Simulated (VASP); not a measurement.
A run of VASP 6.6.1 is set up as follows.

INCAR

```
SYSTEM = In3As
ALGO = Normal ; EDIFF = 1E-7
ENCUT = 520 ; GGA = PS
ISIF = 2 ; ISMEAR = -1
LASPH = .TRUE. ; LCHARG = .TRUE.
LELF = .TRUE. ; LREAL = .FALSE.
LVHAR = .TRUE. ; LWAVE = .FALSE.
NBANDS = 30 ; NELM = 100
PREC = Accurate ; SIGMA = 0.05
```

The input KPOINTS:

```
k-points
0
G
  6 6 6
  0 0 0
```

Contents of POSCAR:

```
In3As
1.0
    4.6716810000      0.0000000000      0.0000000000
    0.0000000000      4.6716810000      0.0000000000
    0.0000000000      0.0000000000      4.6716810000
In As
3 1
Direct
    0.5000000000      0.5000000000      0.0000000000
    0.5000000000      0.0000000000      0.5000000000
    0.0000000000      0.5000000000      0.5000000000
    0.0000000000      0.0000000000      0.0000000000
```

Potentials or basis: VASP PAW PBE potentials, release 64 (In_d, As).

Launch:

```bash
$ cat potpaw_PBE.64/In_d/POTCAR potpaw_PBE.64/As/POTCAR > POTCAR
$ mpirun -np 1 vasp_std > vasp.out
```

What does it give for the pressure?

-2.4 GPa.

Estimate the band gap on the k mesh.

zero (band 22 reaches 6.94 eV, above the bottom of band 23 at 3.09 eV).

Caveat: the PAW data sets were made with another functional, which shifts forces and pressure a little; spin-orbit coupling is left out, which moves the levels of the heavy elements.
